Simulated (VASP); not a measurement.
Set up this calculation in VASP 6.6.1, as the native input.

* Task: single point
* Functional: PBEsol
* Potentials or basis: VASP PAW PBE potentials, release 64 (Te, Hg)
* Cutoff: 520 eV
* k mesh: 8 × 8 × 1
* Occupations: gaussian, width 0.1 eV
* Spin: no spin polarisation
* Dipole correction: yes
* Further INCAR settings: ALGO = Normal; EDIFF = 1e-06; NBANDS = 46

The structure of HgTe lies in POSCAR:

```
HgTe
1.0
    4.6045185716      0.0000000000      0.0000000000
    0.0000000000      4.6045185716      0.0000000000
    0.0000000000      0.0000000000     26.3956020713
Te Hg
4 4
Direct
    0.5000000000      0.0000000000      0.2841382432
    0.0000000000      0.5000000000      0.4074878185
    0.5000000000      0.0000000000      0.5308373938
    0.0000000000      0.5000000000      0.6541869692
    0.5000000000      0.5000000000      0.3458130308
    0.0000000000      0.0000000000      0.4691626062
    0.5000000000      0.5000000000      0.5925121815
    0.0000000000      0.0000000000      0.7158617568
```

One way to write it, as run:

INCAR

```
ALGO = Normal ; DIPOL = 0.5 0.5 0.500
EDIFF = 1E-6 ; ENCUT = 520
GGA = PS ; IDIPOL = 3
ISIF = 2 ; ISMEAR = 0
LASPH = True ; LCHARG = False
LDIPOL = True ; LREAL = False
LWAVE = False ; NBANDS = 46
NELM = 60 ; PREC = Accurate
SIGMA = 0.1
```

KPOINTS

```
k-points
0
Gamma
  8 8 1
```

Potentials or basis: VASP PAW PBE potentials, release 64 (Te, Hg).

The run is started by

```bash
$ cat potpaw_PBE.64/Te/POTCAR potpaw_PBE.64/Hg/POTCAR > POTCAR
$ mpirun -np 1 vasp_std > vasp.out
```

It gave:

```yaml
Largest_force: 0.579 eV/Å
Band_gap_on_the_k_mesh: zero (band 36 reaches -1.01 eV, above the bottom of band 37 at -1.34 eV)
```

Caveat: the PAW data sets were made with another functional, which shifts forces and pressure a little; spin-orbit coupling is left out, which moves the levels of the heavy elements.

Wall time 41 min on 1 thread of AMD EPYC 7R13, with other jobs on the host, peak memory 0.85 GiB.
